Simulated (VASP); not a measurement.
Write the native input for VASP 6.6.1 that does the following.

| Property | Result |
| --- | --- |
| Task | single point |
| Functional | PBEsol |
| Potentials or basis | VASP PAW PBE potentials, release 64 (Pb_d) |
| Cutoff | 520 eV |
| k mesh | 15 × 15 × 15 |
| Occupations | fermi-dirac, width 0.1 eV |
| Spin | no spin polarisation |
| Dipole correction | no |
| Further INCAR settings | ALGO = Normal; EDIFF = 1e-06; NBANDS = 13 |

The structure of Pb lies in POSCAR:

```
Pb
1.0
    0.0000000000      2.3372365409      2.3372365409
    2.3372365409      0.0000000000      2.3372365409
    2.3372365409      2.3372365409      0.0000000000
Pb
1
Direct
    0.0000000000      0.0000000000      0.0000000000
```

One way to write it, as run:

INCAR

```
ALGO     = Normal         # electronic algorithm
EDIFF    = 1E-6           # SCF threshold, eV
ENCUT    = 520            # plane-wave cutoff, eV
GGA      = PS             # functional
ISIF     = 2              # what is computed and relaxed
ISMEAR   = -1             # smearing method
LASPH    = True           # aspherical terms in the spheres
LCHARG   = False          # write CHGCAR
LREAL    = False          # projectors in reciprocal space
LWAVE    = False          # write WAVECAR
NBANDS   = 13             # bands
NELM     = 60             # most SCF steps
PREC     = Accurate       # precision mode
SIGMA    = 0.1            # smearing width, eV
```

KPOINTS

```
k-points
0
Gamma
  15 15 15
```

Potentials or basis: VASP PAW PBE potentials, release 64 (Pb_d).

Run with:

```bash
$ cat potpaw_PBE.64/Pb_d/POTCAR > POTCAR
$ mpirun -np 1 vasp_std > vasp.out
```

Results of the run:

```json
{"Pressure": "11.3 GPa", "Band gap on the k mesh": "zero (bands 7 and 8 overlap by 10.75 eV)"}
```

Caveat: the cell stands under pressure; the PAW data sets were made with another functional, which shifts forces and pressure a little; spin-orbit coupling is left out, which moves the levels of the heavy elements.

Wall time 54 s on 1 thread of Intel Xeon 8259CL, with other jobs on the host, peak memory 0.18 GiB.
